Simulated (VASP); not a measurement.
Here is a VASP 6.6.1 calculation.

INCAR

```
SYSTEM = InSe
PREC = Accurate ; ENCUT = 520
EDIFF = 1E-7 ; ISMEAR = 0
SIGMA = 0.03 ; LREAL = .FALSE.
LASPH = .TRUE. ; NELM = 60
ALGO = Normal ; ISIF = 2
LWAVE = .FALSE. ; LCHARG = .FALSE.
GGA = PE ; IVDW = 12
NBANDS = 48
```

KPOINTS

```
Automatic mesh
0
G
  9 9 2
  0 0 0
```

POSCAR

```
InSe
1.0
   -4.0317714842      0.0000000000      0.0000000000
   -2.0158857421     -3.4916165276      0.0000000000
    0.0000000000      0.0000000000     16.7623716544
In Se
4 4
Direct
    0.3333333333      0.3333333333      0.1666581945
    0.6666666667      0.6666666667      0.6666581945
    0.3333333333      0.3333333333      0.3333418055
    0.6666666667      0.6666666667      0.8333418055
    0.3333333333      0.3333333333      0.5898711336
    0.6666666667      0.6666666667      0.0898711336
    0.3333333333      0.3333333333      0.9101288664
    0.6666666667      0.6666666667      0.4101288664
```

Potentials or basis: VASP PAW PBE potentials, release 64 (In_d, Se).

Run with:

```console
$ cat potpaw_PBE.64/In_d/POTCAR potpaw_PBE.64/Se/POTCAR > POTCAR
$ mpirun -np 1 vasp_std > vasp.out
```

(1) Predict the dispersion energy per atom.

(2) What does it give for the pressure?

Answers

(1) -0.297 eV.

(2) 0.0 GPa.
